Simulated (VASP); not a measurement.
A run of VASP 6.6.1:

POSCAR

```
Si
1.0
    0.0000000000      2.7300000606      2.6949479721
    2.7300000606      0.0000000000      2.6949479721
    2.7300000606      2.7300000606      0.0000000000
Si
2
Direct
    0.0000000000      0.0000000000      0.0000000000
    0.2500000000      0.2500000000      0.2500000000
```

The input INCAR.step1:

```
SYSTEM = Si
ALGO = Normal ; EDIFF = 1E-5
ENCUT = 550 ; GGA = PE
GGA_COMPAT = .False. ; ISMEAR = 0
LASPH = .True. ; LCHARG = .False.
LREAL = .False. ; LWAVE = .True.
NBANDS = 11 ; NELM = 120
PREC = Accurate ; SIGMA = 0.02
```

INCAR.step2

```
SYSTEM = Si
ALGO = Normal ; EDIFF = 1E-6
ENCUT = 550 ; GGA_COMPAT = .False.
ISIF = 2 ; ISMEAR = 0
ISTART = 1 ; LASPH = .True.
LCHARG = .False. ; LMIXTAU = .True.
LREAL = .False. ; LWAVE = .False.
METAGGA = R2SCAN ; NBANDS = 11
NELM = 120 ; PREC = Accurate
SIGMA = 0.02
```

KPOINTS

```
k-points
0
Gamma
  8 8 8
  0 0 0
```

Potentials or basis: VASP PAW PBE potentials, release 64 (Si).

The run is started by

```bash
$ cat potpaw_PBE.64/Si/POTCAR > POTCAR
$ cp INCAR.step1 INCAR
$ mpirun -np 1 vasp_std > vasp.out
$ cp INCAR.step2 INCAR
$ mpirun -np 1 vasp_std > vasp.out
```

Hardware: 1 thread of AMD EPYC 9R45 96-Core Processor (Zen 5), on a shared host.

Problem. How long does it take, and how much memory?

Solution. Run time: 63 s on 1 thread of AMD EPYC 9R45 96-Core Processor (Zen 5), on a shared host, peak memory 0.14 GiB. Counts: k points 59.
